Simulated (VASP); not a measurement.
Write the native input for VASP 6.6.1 that does the following.

```
Task                               : single point
Functional                         : HSE06
Potentials or basis                : VASP PAW PBE potentials, release 64 (Mg)
Cutoff                             : 520 eV
k mesh                             : 6 × 6 × 2
Occupations                        : fermi-dirac, width 0.05 eV
Spin                               : no spin polarisation
Dipole correction                  : no
Grid for exact exchange (PRECFOCK) : Normal
Further INCAR settings             : ALGO = Normal; EDIFF = 1e-06; NBANDS = 12
Share of exact exchange            : 0.25
Screening parameter                : 0.2079 1/Å
```

Crystal: Mg.

```
Mg
1.0
     3.17683    0.00000    0.00000
    -1.58841    2.75121    0.00000
     0.00000    0.00000   10.31886
Mg
4
Direct
  0.66667 0.33333 0.75000
  0.00000 0.00000 0.50000
  0.33333 0.66667 0.25000
  0.00000 0.00000 0.00000
```

The input as run:

POSCAR

```
Mg
1.0
    3.1768261656      0.0000000000      0.0000000000
   -1.5884130828      2.7512121628      0.0000000000
    0.0000000000      0.0000000000     10.3188620100
Mg
4
Direct
    0.6666666667      0.3333333333      0.7500000000
    0.0000000000      0.0000000000      0.5000000000
    0.3333333333      0.6666666667      0.2500000000
    0.0000000000      0.0000000000      0.0000000000
```

INCAR.step1

```
ALGO = Normal
EDIFF = 1E-5
ENCUT = 520
GGA = PE
ISIF = 2
ISMEAR = -1
LASPH = T
LCHARG = F
LREAL = F
LWAVE = T
NBANDS = 12
NELM = 60
PREC = Accurate
SIGMA = 0.05
```

INCAR.step2

```
ALGO = Normal
EDIFF = 1E-6
ENCUT = 520
GGA = PE
HFSCREEN = 0.2079
ISIF = 2
ISMEAR = -1
ISTART = 1
LASPH = T
LCHARG = F
LHFCALC = T
LREAL = F
LWAVE = F
NBANDS = 12
NELM = 60
PREC = Accurate
PRECFOCK = Normal
SIGMA = 0.05
```

KPOINTS

```
k-points
0
Gamma
  6 6 2
```

Potentials or basis: VASP PAW PBE potentials, release 64 (Mg).

Launch:

```bash
$ cat potpaw_PBE.64/Mg/POTCAR > POTCAR
$ cp INCAR.step1 INCAR
$ mpirun -np 1 vasp_std > vasp.out
$ cp INCAR.step2 INCAR
$ mpirun -np 1 vasp_std > vasp.out
```

It gave:

```
Pressure               : 0.5 GPa
Band gap on the k mesh : zero (bands 4 and 5 overlap by 1.71 eV)
```

Caveat: the k points lie up to 0.38 Å⁻¹ apart, too coarse for converged energies and pressures of a metal; the PAW data sets were made with another functional, which shifts forces and pressure a little.

It took 8 min on 1 thread of Intel(R) Xeon(R) Platinum 8124M CPU @ 3.00GHz (Skylake/Cascade Lake) (shared host), peak memory 0.31 GiB.
